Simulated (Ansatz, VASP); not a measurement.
TiSi in VASP and in Ansatz

INCAR

```
SYSTEM = TiSi
ALGO     = Normal         ! electronic algorithm
EDIFF    = 1E-6           ! SCF threshold, eV
ENCUT    = 520            ! plane-wave cutoff, eV
GGA      = PS             ! functional
ISIF     = 2              ! what is computed and relaxed
ISMEAR   = 0              ! smearing method
LASPH    = .TRUE.         ! aspherical terms in the spheres
LCHARG   = .FALSE.        ! write CHGCAR
LREAL    = .FALSE.        ! projectors in reciprocal space
LWAVE    = .FALSE.        ! write WAVECAR
NBANDS   = 42             ! bands
NELM     = 80             ! most SCF steps
PREC     = Accurate       ! precision mode
SIGMA    = 0.15           ! smearing width, eV
```

Contents of KPOINTS:

```
k-points
0
G
  6 12 8
  0 0 0
```

The input POSCAR:

```
TiSi
1.0
    6.6453672392      0.0000000000      0.0000000000
    0.0000000000      3.7311172078      0.0000000000
    0.0000000000      0.0000000000      5.1127113405
Ti Si
4 4
Direct
    0.6761122805      0.2500000000      0.3705866202
    0.3238877195      0.7500000000      0.6294133798
    0.8238877195      0.7500000000      0.8705866202
    0.1761122805      0.2500000000      0.1294133798
    0.5441211305      0.2500000000      0.8536272411
    0.4558788695      0.7500000000      0.1463727589
    0.9558788695      0.7500000000      0.3536272411
    0.0441211305      0.2500000000      0.6463727589
```

Input for Ansatz:

```yaml
crystal:
  lattice:
    - [6.6453672392, 0.0, 0.0]
    - [0.0, 3.7311172078, 0.0]
    - [0.0, 0.0, 5.1127113405]
  atoms:
    - { symbol: Ti, position: [0.6761122805, 0.25, 0.3705866202] }
    - { symbol: Ti, position: [0.3238877195, 0.75, 0.6294133798] }
    - { symbol: Ti, position: [0.8238877195, 0.75, 0.8705866202] }
    - { symbol: Ti, position: [0.1761122805, 0.25, 0.1294133798] }
    - { symbol: Si, position: [0.5441211305, 0.25, 0.8536272411] }
    - { symbol: Si, position: [0.4558788695, 0.75, 0.1463727589] }
    - { symbol: Si, position: [0.9558788695, 0.75, 0.3536272411] }
    - { symbol: Si, position: [0.0441211305, 0.25, 0.6463727589] }
basis:
  ecutwfc: 420
kpoints:
  mp_grid: { grid: [6, 12, 8] }
hamiltonian:
  xc: pbesol
scf:
  occupations: { method: gaussian, width: 0.15 }
output:
  forces: true
  stress: true
  eigenvalues: true
```

Change from the starting cell: strain +0.030 along x and y, +0.030 along z, atoms carried along.

Alike in both runs: task single point; functional PBEsol; k mesh 6 × 12 × 8; occupations gaussian, width 0.15 eV; no spin polarisation.

|  | VASP | Ansatz |
| --- | --- | --- |
| version | VASP 6.6.1 | Ansatz 0.2.0 |
| potentials or method | VASP PAW PBE potentials, release 64 (Ti_sv, Si), cutoff 520 eV | scalar-relativistic, plane waves, PAW |
| valence electrons in the cell | 64 | 64 |

```tsv
	VASP	Ansatz	Ansatz less VASP
gap on the k mesh at the Fermi level (eV)	none	none	-
pressure (GPa)	-11.4	-11.5	-0.12
traceless stress, the component that is largest in VASP (GPa)	0.87	0.86	-0.003
rms of the force components (eV/Å)	0.020	0.018	-0.0013
```

VASP's potentials were made for PBE, not for PBEsol. Atom by atom the forces differ by 0.002 eV/Å (rms over components). A gap of «none» marks a metal or a gap that the smearing closes. With one functional, cell and mesh, what is left measures potentials, basis and numerics.
